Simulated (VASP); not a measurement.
Write the native input for VASP 6.6.1 that does the following.

```
Task                   : single point
Functional             : r2SCAN
Potentials or basis    : VASP PAW PBE potentials, release 64 (C)
Cutoff                 : 520 eV
k mesh                 : 10 × 10 × 2
Occupations            : gaussian, width 0.05 eV
Spin                   : no spin polarisation
Dipole correction      : no
Further INCAR settings : ALGO = Normal; EDIFF = 1e-06; NBANDS = 36
```

C:

```
C
1.0
     1.78014   -1.78014    0.00000
     1.78014    0.00000   -1.78014
     7.47660    6.76454    7.12057
C
12
Direct
  0.61249 0.66667 0.27087
  0.97916 0.00000 0.10420
  0.24583 0.33333 0.43753
  0.51249 0.66667 0.77087
  0.87916 0.00000 0.60420
  0.14583 0.33333 0.93753
  0.58749 0.66667 0.39587
  0.95416 0.00000 0.22920
  0.22083 0.33333 0.56253
  0.48749 0.66667 0.89587
  0.85416 0.00000 0.72920
  0.32083 0.33333 0.06253
```

This cell differs from its parent crystal: the part above a cut slid along it.

These files were run (other wordings do the same):

POSCAR

```
C
1.0
    1.7801417073     -1.7801417073      0.0000000000
    1.7801417073      0.0000000000     -1.7801417073
    7.4765951708      6.7645384878      7.1205668293
C
12
Direct
    0.6124933333      0.6666666667      0.2708666667
   -0.0208400000      0.0000000000      0.1042000000
    0.2458266667      0.3333333333      0.4375333333
    0.5124933333      0.6666666667      0.7708666667
    0.8791600000      1.0000000000      0.6042000000
    0.1458266667      0.3333333333      0.9375333333
    0.5874933333      0.6666666667      0.3958666667
    0.9541600000      1.0000000000      0.2292000000
    0.2208266667      0.3333333333      0.5625333333
    0.4874933333      0.6666666667      0.8958666667
   -0.1458400000      0.0000000000      0.7292000000
    0.3208266667      0.3333333333      0.0625333333
```

INCAR.step1

```
PREC = Accurate
ENCUT = 520
ISMEAR = 0
SIGMA = 0.05
LREAL = F
LASPH = T
NELM = 80
NBANDS = 36
GGA = PE
ALGO = Normal
EDIFF = 1E-4
LWAVE = T
LCHARG = F
```

INCAR.step2

```
PREC = Accurate
ENCUT = 520
EDIFF = 1E-6
ISMEAR = 0
SIGMA = 0.05
LREAL = F
LASPH = T
NELM = 80
ALGO = Normal
ISIF = 2
LWAVE = F
LCHARG = F
METAGGA = R2SCAN
LMIXTAU = T
NBANDS = 36
ISTART = 1
```

KPOINTS

```
Automatic mesh
0
Gamma
  10 10 2
```

Potentials or basis: VASP PAW PBE potentials, release 64 (C).

Launch:

```sh
$ cat potpaw_PBE.64/C/POTCAR > POTCAR
$ cp INCAR.step1 INCAR
$ mpirun -np 1 vasp_std > vasp.out
$ cp INCAR.step2 INCAR
$ mpirun -np 1 vasp_std > vasp.out
```

It gave:

* Pressure: 1.4 GPa
* Largest force: 3.770 eV/Å
* Band gap on the k mesh: 2.79 eV (least direct gap 4.88 eV)

Caveat: the cell differs from its parent crystal (the part above a cut slid along it); the stress differs along the axes, from -16 to 15 GPa; the PAW data sets were made with another functional, which shifts forces and pressure a little.

It took 6.2 min on 1 thread of Intel(R) Xeon(R) 6975P-C (Granite Rapids), with other jobs on the host, peak memory 0.29 GiB.
